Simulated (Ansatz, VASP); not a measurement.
## One calculation of AlN, two programs

```xyz
4
Lattice="3.3412 0.0000 0.0000 -1.6706 2.8936 0.0000 0.0000 0.0000 4.0170" Properties=species:S:1:pos:R:3 pbc="T T T"
Al    0.0000    1.9290    3.0128
Al    1.6706    0.9645    1.0043
N     0.0000    1.9290    1.0043
N     1.6706    0.9645    3.0128
```

Alike in both runs: task single point; functional PBEsol; k mesh 9 × 9 × 6; occupations gaussian, width 0.05 eV; no spin polarisation.

|  | VASP | Ansatz |
| --- | --- | --- |
| version | VASP 6.6.1 | Ansatz 0.2.0 |
| potentials or method | VASP PAW PBE potentials, release 64 (Al, N), cutoff 520 eV | scalar-relativistic, plane waves, PAW |
| valence electrons in the cell | 16 | 16 |

Ansatz gave:

* gap on the k mesh at the Fermi level (eV): 3.48
* least direct gap on the mesh (eV): 3.48
* pressure (GPa): 1.1
* traceless stress, the component that is largest in VASP (GPa): 6.21

Q: Estimate VASP's values.

A: gap on the k mesh at the Fermi level (eV): 3.50; least direct gap on the mesh (eV): 3.50; pressure (GPa): 1.1; traceless stress, the component that is largest in VASP (GPa): 6.23.

VASP's potentials were made for PBE, not for PBEsol. With one functional, cell and mesh, what is left measures potentials, basis and numerics.
